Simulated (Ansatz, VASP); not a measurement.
**One calculation of Si3N4, two programs**

```
Si N
1.0
     0.00000    3.79294    3.79294
     3.79294    0.00000    3.79294
     3.79294    3.79294    0.00000
Si N
6 8
Direct
  0.12500 0.12500 0.62500
  0.12500 0.62500 0.12500
  0.62500 0.12500 0.12500
  0.12500 0.12500 0.12500
  0.75000 0.75000 0.75000
  0.50000 0.50000 0.50000
  0.36771 0.36771 0.36771
  0.35314 0.88229 0.88229
  0.88229 0.88229 0.35314
  0.88229 0.35314 0.88229
  0.36771 0.36771 0.89686
  0.36771 0.89686 0.36771
  0.88229 0.88229 0.88229
  0.89686 0.36771 0.36771
```

Alike in both runs: task relaxation of the atoms; functional PBEsol; k mesh 6 × 6 × 6; occupations gaussian, width 0.02 eV; no spin polarisation.

```csv
,VASP,Ansatz
version,VASP 6.6.1,Ansatz 0.2.0
potentials or method,"VASP PAW PBE potentials, release 64 (Si, N), cutoff 520 eV","scalar-relativistic, plane waves, PAW"
valence electrons in the cell,64,64
```

|  | VASP | Ansatz | Ansatz less VASP |
| --- | --- | --- | --- |
| gap on the k mesh at the Fermi level, each at its own relaxed structure (eV) | 3.52 | 3.53 | +0.009 |

VASP's potentials were made for PBE, not for PBEsol. Ansatz's warnings: stress scf threshold loose.
